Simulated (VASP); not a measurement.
**SiC: single point with PBE**

The system is SiC.

```
CELL_PARAMETERS angstrom
3.27745 0.00000 0.00000
-1.63873 2.83836 0.00000
0.00000 0.00000 5.02544
ATOMIC_POSITIONS crystal
Si 0.33333 0.66667 0.49699
Si 0.66667 0.33333 0.99699
C 0.33333 0.66667 0.87801
C 0.66667 0.33333 0.37801
```

```yaml
Program: VASP 6.6.1
Task: single point
Functional: PBE
Potentials_or_basis: VASP PAW PBE potentials, release 64 (Si, C)
Cutoff: 520 eV
k_mesh: 12 × 12 × 6
Occupations: gaussian, width 0.02 eV
Spin: no spin polarisation
Dipole_correction: no
Further_INCAR_settings: ALGO = Normal; EDIFF = 1e-06; NBANDS = 16
```

```json
{"Pressure": "-18.0 GPa", "Band gap on the k mesh": "1.90 eV, indirect (least direct gap 2.63 eV)"}
```

Stress tensor (GPa, compression positive):
```
-26.99   0.00   0.00
  0.00 -26.99   0.00
  0.00   0.00   0.08
```

Levels at points of the mesh, in eV from the valence-band top:
| k point | band 4 | band 5 | band 6 | band 7 | band 8 | band 9 | band 10 | band 11 | band 12 | band 13 |
| --- | --- | --- | --- | --- | --- | --- | --- | --- | --- | --- |
| (0.00, 0.00, 0.00) | -1.83 | -1.83 | -0.26 | -0.26 | 0.00 | 2.63 | 4.82 | 5.32 | 5.32 | 7.58 |
| (0.50, 0.00, 0.00) | -5.85 | -5.19 | -3.58 | -3.12 | -1.25 | 1.90 | 4.30 | 5.82 | 6.35 | 9.70 |
| (0.00, 0.00, 0.50) | -3.90 | -1.13 | -1.13 | -1.13 | -1.13 | 3.95 | 3.95 | 6.11 | 6.11 | 6.11 |
| (0.50, 0.00, 0.50) | -7.93 | -2.64 | -2.64 | -2.04 | -2.04 | 2.89 | 2.89 | 4.93 | 4.93 | 9.53 |

Wall time 15 s on 1 thread of Intel(R) Xeon(R) 6975P-C (Granite Rapids), with other jobs on the host, peak memory 0.18 GiB.

A k mesh can miss the band edges. A hybrid or GW would open this gap; PBE tends to underestimate it.
